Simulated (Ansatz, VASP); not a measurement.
## AlGa3P4 in VASP and in Ansatz

```
Al Ga P
1.0
    -2.75363    2.75363    5.50708
     2.75363   -2.75363    5.50708
     2.75363    2.75363   -5.50708
Al Ga P
1 3 4
Direct
  0.00000 0.00000 0.00000
  0.75000 0.25000 0.50000
  0.50000 0.50000 0.00000
  0.25000 0.75000 0.50000
  0.37435 0.37435 0.49922
  0.12487 0.62565 0.00000
  0.87513 0.87513 0.50078
  0.62565 0.12487 0.00000
```

Alike in both runs: functional PBE; k mesh 8 × 8 × 8; occupations gaussian, width 0.02 eV; no spin polarisation.

Ansatz relaxed the structure, and its values are those at the end. VASP's run is a single point on that final structure, the one shown.

|  | VASP | Ansatz |
| --- | --- | --- |
| version | VASP 6.6.1 | Ansatz 0.2.0 |
| potentials or method | VASP PAW PBE potentials, release 64 (Al, Ga_d, P), cutoff 520 eV | scalar-relativistic, plane waves, PAW |
| valence electrons in the cell | 62 | 62 |

Ansatz gave:

```
gap on the k mesh at the Fermi level (eV) : 1.63
least direct gap on the mesh (eV)         : 1.72
pressure (GPa)                            : 0.0
```

**Question.** Estimate VASP's values.

**Answer.** gap on the k mesh at the Fermi level (eV): 1.63; least direct gap on the mesh (eV): 1.71; pressure (GPa): 0.0.
